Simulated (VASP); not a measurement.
Write the native input for VASP 6.6.1 that does the following.

```yaml
Task: relaxation of cell and atoms
Functional: PBEsol
Potentials_or_basis: VASP PAW PBE potentials, release 64 (Y_sv)
Cutoff: 600 eV
k_mesh: 8 × 8 × 5
Occupations: fermi-dirac, width 0.05 eV
Spin: no spin polarisation
Target_pressure: 5 GPa
Dipole_correction: no
Further_INCAR_settings: ALGO = Normal; EDIFF = 1e-06; IBRION = 2; EDIFFG = -0.02; NSW = 80; ISIF = 3
```

The structure of Y lies in POSCAR:

```
Y
1.0
    3.6474000000      0.0000000000      0.0000000000
   -1.8237000000      3.1587410578      0.0000000000
    0.0000000000      0.0000000000      5.7306000000
Y
2
Direct
    0.6666666667      0.3333333333      0.7500000000
    0.3333333333      0.6666666667      0.2500000000
```

The input as run:

INCAR

```
SYSTEM = Y
PREC     = Accurate       ! precision mode
ENCUT    = 600            ! plane-wave cutoff, eV
EDIFF    = 1E-6           ! SCF threshold, eV
ISMEAR   = -1             ! smearing method
SIGMA    = 0.05           ! smearing width, eV
LREAL    = .FALSE.        ! projectors in reciprocal space
LASPH    = .TRUE.         ! aspherical terms in the spheres
NELM     = 60             ! most SCF steps
ALGO     = Normal         ! electronic algorithm
ISIF     = 3              ! what is computed and relaxed
LWAVE    = .FALSE.        ! write WAVECAR
LCHARG   = .FALSE.        ! write CHGCAR
GGA      = PS             ! functional
IBRION   = 2              ! ionic algorithm
NSW      = 80             ! ionic steps
EDIFFG   = -0.02          ! ionic threshold
PSTRESS  = 50.0
```

KPOINTS

```
Automatic mesh
0
G
  8 8 5
  0 0 0
```

Potentials or basis: VASP PAW PBE potentials, release 64 (Y_sv).

The run is started by

```console
$ cat potpaw_PBE.64/Y_sv/POTCAR > POTCAR
$ mpirun -np 1 vasp_std > vasp.out
```

It gave:

```
Relaxed volume                                         : 28.10 Å³/atom
Relaxed cell                                           : a = 3.450 Å, b = 3.450 Å, c = 5.451 Å, α = 90.00°, β = 90.00°, γ = 120.00°
Space group after relaxing (to 0.05 Å)                 : P6_3/mmc (No. 194)
Energy change on relaxing (the enthalpy is what falls) : +33.2 meV/atom
Ionic steps                                            : 7
Pressure after relaxing                                : 5.0 GPa
Band gap on the k mesh                                 : zero (band 11 reaches 5.09 eV, above the bottom of band 12 at 3.30 eV)
```

Caveat: the cell is relaxed towards a set pressure, so the enthalpy falls and the energy may rise; the PAW data sets were made with another functional, which shifts forces and pressure a little.

It took 2.1 min on 1 thread of Intel(R) Xeon(R) Platinum 8488C (Sapphire Rapids), on a shared host, peak memory 0.23 GiB.
